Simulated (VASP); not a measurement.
# C (P6_3/mmc) in VASP: notebook

Aim: see how the results for C move with the level of theory and the settings. Levels: revPBE+D3(BJ), r2SCAN. Tasks: single point, relaxation of cell and atoms.

The COD entry that gives the cell may itself be a prediction, so a difference from it is no test against experiment.

Program: VASP 6.6.1. These are calculated values, not measurements. Logs are shortened: lines on timing, memory, paths and dates and some standing lists are left out, and cuts for length are marked.

## (1) The cell of the first run

The structure is hexagonal, space group P6_3/mmc (No. 194). Conventional cell: a = 2.508 Å, b = 2.508 Å, c = 12.368 Å, α = 90.00°, β = 90.00°, γ = 120.00°. Within 2.0 Å of C (site symmetry 3m) lie 4 C at 1.54 Å. C (site symmetry 3m) has 4 C at 1.54 Å within 2.0 Å. C (site symmetry 3m) has 4 C at 1.54 to 1.56 Å within 2.0 Å.

## (2) Single point, revPBE+D3(BJ)

The input, INCAR:

```
SYSTEM = C
  ALGO = Normal
  EDIFF = 1E-7
  ENCUT = 520
  GGA = RE
  ISIF = 2
  ISMEAR = -1
  IVDW = 12
  LASPH = .TRUE.
  LCHARG = .TRUE.
  LELF = .TRUE.
  LREAL = .FALSE.
  LVHAR = .TRUE.
  LWAVE = .FALSE.
  NBANDS = 36
  NELM = 60
  PREC = Accurate
  SIGMA = 0.05
```

The input, KPOINTS:

```
k-points
0
G
  12 12 3
  0 0 0
```

The input, POSCAR:

```
C
1.0
    2.5081580304      0.0000000000      0.0000000000
   -1.2540790152      2.1721285711      0.0000000000
    0.0000000000      0.0000000000     12.3679958561
C
12
Direct
    0.6666666667      0.3333333333      0.3548995032
    0.3333333333      0.6666666667      0.8548995032
    0.6666666667      0.3333333333      0.1451004968
    0.3333333333      0.6666666667      0.6451004968
    0.6666666667      0.3333333333      0.4792297079
    0.3333333333      0.6666666667      0.9792297079
    0.6666666667      0.3333333333      0.0207702921
    0.3333333333      0.6666666667      0.5207702921
    0.0000000000      0.0000000000      0.8131143802
    0.0000000000      0.0000000000      0.3131143802
    0.0000000000      0.0000000000      0.6868856198
    0.0000000000      0.0000000000      0.1868856198
```

Potentials or basis: VASP PAW PBE potentials, release 64 (C).

On the command line:

```sh
$ cat potpaw_PBE.64/C/POTCAR > POTCAR
$ mpirun -np 1 vasp_std > vasp.out
```

OUTCAR:

```text
SYSTEM = C
   EDIFF = 1E-7
   ENCUT = 520
   GGA = RE
   ISIF = 2
   ISMEAR = -1
   IVDW = 12
   LASPH = .TRUE.
   LREAL = .FALSE.
   NELM = 60
   PREC = Accurate
 IVDW          = 12

 ion  position               nearest neighbor table
   1  0.667  0.333  0.355-  10 1.54  10 1.54  10 1.54   5 1.54
   2  0.333  0.667  0.855-   9 1.54   9 1.54   9 1.54   6 1.54
   3  0.667  0.333  0.145-  12 1.54  12 1.54  12 1.54   7 1.54
   4  0.333  0.667  0.645-  11 1.54  11 1.54  11 1.54   8 1.54
   5  0.667  0.333  0.479-   8 1.54   8 1.54   8 1.54   1 1.54
   6  0.333  0.667  0.979-   7 1.54   7 1.54   7 1.54   2 1.54
   7  0.667  0.333  0.021-   6 1.54   6 1.54   6 1.54   3 1.54
   8  0.333  0.667  0.521-   5 1.54   5 1.54   5 1.54   4 1.54
   9  0.000  0.000  0.813-   2 1.54   2 1.54   2 1.54  11 1.56
  10  0.000  0.000  0.313-   1 1.54   1 1.54   1 1.54  12 1.56
  11  0.000  0.000  0.687-   4 1.54   4 1.54   4 1.54   9 1.56
  12  0.000  0.000  0.187-   3 1.54   3 1.54   3 1.54  10 1.56

  LATTYP: Found a hexagonal cell.
 ALAT       =     2.5081580304
 C/A-ratio  =     4.9311070938

  Lattice vectors:

 A1 = (   2.5081580304,   0.0000000000,   0.0000000000)
 A2 = (  -1.2540790152,   2.1721285711,   0.0000000000)
 A3 = (   0.0000000000,   0.0000000000,  12.3679958561)

Analysis of symmetry for initial positions (statically):
=====================================================================
 Subroutine PRICEL returns:
 Original cell was already a primitive cell.

 Routine SETGRP: Setting up the symmetry group for a
 hexagonal supercell.

 Subroutine GETGRP returns: Found 24 space group operations
 (whereof 12 operations were pure point group operations)
 out of a pool of 24 trial point group operations.

The static configuration has the point symmetry D_3d.
 The point group associated with its full space group is D_6h.

Analysis of symmetry for dynamics (positions and initial velocities):
=====================================================================
 Subroutine PRICEL returns:
 Original cell was already a primitive cell.

 Routine SETGRP: Setting up the symmetry group for a
 hexagonal supercell.

 Subroutine GETGRP returns: Found 24 space group operations
 (whereof 12 operations were pure point group operations)
 out of a pool of 24 trial point group operations.

The dynamic configuration has the point symmetry D_3d.
 The point group associated with its full space group is D_6h.

 Subroutine INISYM returns: Found 24 space group operations
 (whereof 12 operations are pure point group operations),
 and found     1 'primitive' translations

----------------------------------------------------------------------------------------

                                     Primitive cell

  volume of cell :      67.3814

  direct lattice vectors                    reciprocal lattice vectors
     2.508158030  0.000000000  0.000000000     0.398698961  0.230188952  0.000000000
    -1.254079015  2.172128571  0.000000000     0.000000000  0.460377905  0.000000000
     0.000000000  0.000000000 12.367995856     0.000000000  0.000000000  0.080853843

  length of vectors
     2.508158030  2.508158030 12.367995856     0.460377905  0.460377905  0.080853843

  position of ions in fractional coordinates (direct lattice)
     0.666666667  0.333333333  0.354899503
     0.333333333  0.666666667  0.854899503
     0.666666667  0.333333333  0.145100497
     0.333333333  0.666666667  0.645100497
     0.666666667  0.333333333  0.479229708
     0.333333333  0.666666667  0.979229708
     0.666666667  0.333333333  0.020770292
     0.333333333  0.666666667  0.520770292
     0.000000000  0.000000000  0.813114380
     0.000000000  0.000000000  0.313114380
     0.000000000  0.000000000  0.686885620
     0.000000000  0.000000000  0.186885620

  ion indices of the primitive-cell ions
   primitive index   ion index
                 1           1
                 2           2
                 3           3
                 4           4
                 5           5
                 6           6
                 7           7
                 8           8
                 9           9
                10          10
                11          11
                12          12

----------------------------------------------------------------------------------------

 KPOINTS: k-points

Automatic generation of k-mesh.
 Grid dimensions read from file:
 generate k-points for:   12   12    3

 Generating k-lattice:

  Cartesian coordinates                     Fractional coordinates (reciprocal lattice)
     0.033224913  0.019182413  0.000000000     0.083333333  0.000000000  0.000000000
     0.000000000  0.038364825  0.000000000     0.000000000  0.083333333  0.000000000
     0.000000000  0.000000000  0.026951281     0.000000000  0.000000000  0.333333333

  Length of vectors
     0.038364825  0.038364825  0.026951281

  Shift w.r.t. Gamma in fractional coordinates (k-lattice)
     0.000000000  0.000000000  0.000000000

 Subroutine IBZKPT returns following result:
 ===========================================

 Found     38 irreducible k-points:

 Following reciprocal coordinates:
            Coordinates               Weight
  0.000000  0.000000  0.000000      1.000000
  0.083333 -0.000000  0.000000      6.000000
  0.166667 -0.000000  0.000000      6.000000
  0.250000  0.000000  0.000000      6.000000
  0.333333  0.000000  0.000000      6.000000
  0.416667 -0.000000  0.000000      6.000000
[... 16 lines left out ...]
  0.250000  0.000000  0.333333     12.000000
  0.333333  0.000000  0.333333     12.000000
 [... further k-points ...]
   k-points           NKPTS =     38   k-points in BZ     NKDIM =     38   number of bands    NBANDS=     36
   number of dos      NEDOS =    301   number of ions     NIONS =     12
   total plane-waves  NPLWV =  38400
   dimension x,y,z NGX =    20 NGY =   20 NGZ =   96
   dimension x,y,z NGXF=    40 NGYF=   40 NGZF=  192
   ions per type =              12
   NGX,Y,Z   is equivalent  to a cutoff of  13.26, 13.26, 12.90 a.u.
   NGXF,Y,Z  is equivalent  to a cutoff of  26.51, 26.51, 25.81 a.u.
 SYSTEM =  C
   PREC   = accura    normal or accurate (medium, high low for compatibility)
   ISTART =      0    job   : 0-new  1-cont  2-samecut
   ICHARG =      2    charge: 1-file 2-atom 10-const
   ISPIN  =      1    spin polarized calculation?
   LNONCOLLINEAR =      F non collinear calculations
   LSORBIT =      F    spin-orbit coupling
   LASPH  =      T    aspherical Exc in radial PAW
   ENCUT  =  520.0 eV  38.22 Ry    6.18 a.u.   4.66  4.66 23.00*2*pi/ulx,y,z
   NELM   =     60;   NELMIN=  2; NELMDL= -5     # of ELM steps
   EDIFF  = 0.1E-06   stopping-criterion for ELM
   LREAL  =      F    real-space projection
   EDIFFG = 0.1E-05   stopping-criterion for IOM
   NSW    =      0    number of steps for IOM
   IBRION =     -1    ionic relax: 0-MD 1-quasi-New 2-CG
   NFREE  =      0    steps in history (QN), initial steepest desc. (CG)
   ISIF   =      2    stress and relaxation
   ISYM   =      2    0-nonsym 1-usesym 2-fastsym
   POTIM  = 0.5000    time-step for ionic-motion
   TEBEG  =    0.0;   TEEND  =   0.0 temperature during run
   PSTRESS=    0.0 pullay stress
   NELECT =      48.0000    total number of electrons
   NUPDOWN=      -1.0000    fix difference up-down
   EMIN   =  10.00;   EMAX   =-10.00  energy-range for DOS
   EFERMI =   0.00;   METHOD = LEGACY
   ISMEAR =    -1;   SIGMA  =   0.05  broadening in eV -4-tet -1-fermi 0-gaus
   EFERMI_NEDOS =   21; number of points for ismear=-14 and -15
   IALGO  =     38    algorithm
   IMIX   =      4    mixing-type and parameters
     AMIX     =   0.40;   BMIX     =  1.00
     AMIX_MAG =   1.60;   BMIX_MAG =  1.00
  volume/ion in A,a.u.               =       5.62        37.89
  Fermi-wavevector in a.u.,A,eV,Ry     =   1.462094  2.762957 29.085435  2.137719
  Thomas-Fermi vector in A             =   2.578348
   LORBIT       =      0    0 simple, 1 ext, 2 COOP (PROOUT), +10 PAW based schemes
   GGA     = RE    functional components
   LHFCALC =     F    Hartree Fock is set to
   AEXX    =    0.0000 exact exchange contribution
   IVDW    =    12    specifies the selected vdW correction
   LEPSILON=     F    determine dielectric tensor
   LRPA    =     F    only Hartree local field effects (RPA)
 non-spin polarized calculation
  energy-cutoff  :      520.00
  volume of cell :       67.38
 maximum number of plane-waves:      1840
 NGX is ok and might be reduce to    20
   NGX =  9   NGY =  9   NGZ = 45

 number of electron      47.9999996 magnetization

 Free energy of the ion-electron system (eV)
  ---------------------------------------------------
  ext. energy  EPLUGINS =         0.00000000
  ---------------------------------------------------
  free energy    TOTEN  =      -104.14273685 eV

  energy without entropy =     -104.14273685  energy(sigma->0) =     -104.14273685

 E-fermi :  11.0203     XC(G=0): -13.2417

 val. band max:       10.0610322109   @ k =   0.0000   0.0000   0.0000
 cond. band min:      14.5253751249   @ k =   0.3333   0.0000   0.0000
 fundamental gap:      4.4643429139
 Fermi energy:        11.0203175669

 k-point     1 :       0.0000    0.0000    0.0000
  band No.  band energies     occupation
      1     -11.7166      2.00000
      2     -10.9869      2.00000
      3     -10.9118      2.00000
      4      -8.7306      2.00000
      5      -8.6712      2.00000
      6      -5.9634      2.00000
[... 28 lines left out ...]
     35      18.0851      0.00000
     36      18.2693      0.00000
[... 866 lines left out ...]
      6      -4.1542      2.00000
[... 28 lines left out ...]
     35      19.2290      0.00000
     36      19.8922      0.00000

 [... further k-points ...]

------------------------ aborting loop because EDIFF is reached ----------------------------------------

 Edisp (eV)   -4.79257

 E8    (eV) :    -2.7844

  FORCE on cell =-STRESS in cart. coord.  units (eV):
  Direction    XX          YY          ZZ          XY          YZ          ZX
  --------------------------------------------------------------------------------------
  -------------------------------------------------------------------------------------
  Total       0.26697     0.26697     0.24574     0.00000     0.00000    -0.00000
  in kB       6.34790     6.34790     5.84314     0.00000     0.00000    -0.00000
  external pressure =        6.18 kB  Pullay stress =        0.00 kB

 VOLUME and BASIS-vectors are now :
 -----------------------------------------------------------------------------
  energy-cutoff  :      520.00
  volume of cell :       67.38
      direct lattice vectors                 reciprocal lattice vectors
     2.508158030  0.000000000  0.000000000     0.398698961  0.230188952  0.000000000
    -1.254079015  2.172128571  0.000000000     0.000000000  0.460377905  0.000000000
     0.000000000  0.000000000 12.367995856     0.000000000  0.000000000  0.080853843

 POSITION                                       TOTAL-FORCE (eV/Angst)
 -----------------------------------------------------------------------------------
      1.25408      0.72404      4.38940         0.000000     -0.000000     -0.000179
     -0.00000      1.44809     10.57339        -0.000000      0.000000     -0.000179
      1.25408      0.72404      1.79460         0.000000     -0.000000      0.000179
     -0.00000      1.44809      7.97860        -0.000000      0.000000      0.000179
      1.25408      0.72404      5.92711        -0.000000      0.000000     -0.000568
     -0.00000      1.44809     12.11111         0.000000     -0.000000     -0.000568
      1.25408      0.72404      0.25689        -0.000000      0.000000      0.000568
     -0.00000      1.44809      6.44088         0.000000      0.000000      0.000568
      0.00000      0.00000     10.05660        -0.000000     -0.000000     -0.004750
      0.00000      0.00000      3.87260        -0.000000      0.000000     -0.004750
      0.00000      0.00000      8.49540        -0.000000     -0.000000      0.004750
      0.00000      0.00000      2.31140        -0.000000      0.000000      0.004750
 -----------------------------------------------------------------------------------
    total drift:                               -0.000000      0.000000      0.000000

  FREE ENERGIE OF THE ION-ELECTRON SYSTEM (eV)
  ---------------------------------------------------
  free  energy   TOTEN  =      -108.9353060415 eV

  energy  without entropy=     -108.9353060415  energy(sigma->0) =     -108.93530604
```

Run time: 79 s. Hardware: 1 thread of Intel Xeon Platinum 8259CL at 2.50GHz (Skylake/Cascade Lake), shared host; peak memory 0.22 GiB.

Results:

* Free energy: -108.9353 eV
* Pressure: 0.6 GPa
* Largest force: 0.005 eV/Å
* Band gap on the k mesh: 4.46 eV, indirect (least direct gap 5.41 eV)
* Dispersion energy per atom: -0.399 eV

Forces on the atoms (eV/Å):
```
C    0.000  0.000  0.000
C    0.000  0.000  0.000
C    0.000  0.000  0.000
C    0.000  0.000  0.000
C    0.000  0.000 -0.001
C    0.000  0.000 -0.001
C    0.000  0.000  0.001
C    0.000  0.000  0.001
C    0.000  0.000 -0.005
C    0.000  0.000 -0.005
C    0.000  0.000  0.005
C    0.000  0.000  0.005
```

Caveat: the PAW data sets were made with another functional, which shifts forces and pressure a little. A k mesh can miss the band edges.

(Continued in part 2 of 2.)
